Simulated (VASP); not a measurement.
Runs of VASP 6.6.1 on Pt. The structure is that of space group P6/mmm (No. 191), or close to it. The cells are those of the table. 

```tsv
cell	k mesh	gap on the mesh (eV)	pressure (GPa)	moment (μB)
a = 4.595, b = 4.595, c = 2.734 Å, angles 90.0, 90.0, 120.0°, 3 atoms	9 × 9 × 13	none	(b)	0.00
a = 4.710, b = 4.710, c = 2.803 Å, angles 90.0, 90.0, 120.0°, 3 atoms	9 × 9 × 13	none	-19.7	0.15
a = 4.536, b = 4.536, c = 2.699 Å, angles 90.0, 90.0, 120.0°, 3 atoms	11 × 11 × 15	none	(c)	0.00
a = 4.346, b = 4.346, c = 2.586 Å, angles 90.0, 90.0, 120.0°, 3 atoms	11 × 11 × 15	none	41.6	0.00
a = 4.474, b = 4.474, c = 2.662 Å, angles 90.0, 90.0, 120.0°, 3 atoms	9 × 9 × 13	none	10.1	0.00
a = 4.536, b = 4.536, c = 2.699 Å, angles 90.0, 90.0, 120.0°, 3 atoms	9 × 9 × 13	none	-0.5	(a)
a = 4.654, b = 4.654, c = 2.769 Å, angles 90.0, 90.0, 120.0°, 3 atoms	9 × 9 × 13	none	-15.0	0.00
a = 4.710, b = 4.710, c = 2.803 Å, angles 90.0, 90.0, 120.0°, 3 atoms	11 × 11 × 15	none	-19.8	0.00
a = 4.536, b = 4.536, c = 2.699 Å, angles 90.0, 90.0, 120.0°, 3 atoms	8 × 8 × 12	none	-0.5	0.00
```

Alike in all rows: task single point; level PBE; potentials or basis VASP PAW PBE potentials, release 64 (Pt); spin collinear, ferromagnetic start; cutoff (eV) 520; smearing fermi-dirac 0.05 eV.

**Question.** Estimate the missing entries.

**Answer.** (a) 0.01; (b) -8.7; (c) -0.6.

Caveats: spin-orbit coupling is left out, which moves the levels of the heavy elements.

A k mesh can miss the band edges, and the runs leave out spin-orbit coupling on Pt.

A gap of «none» marks levels without a gap at the run's occupations.
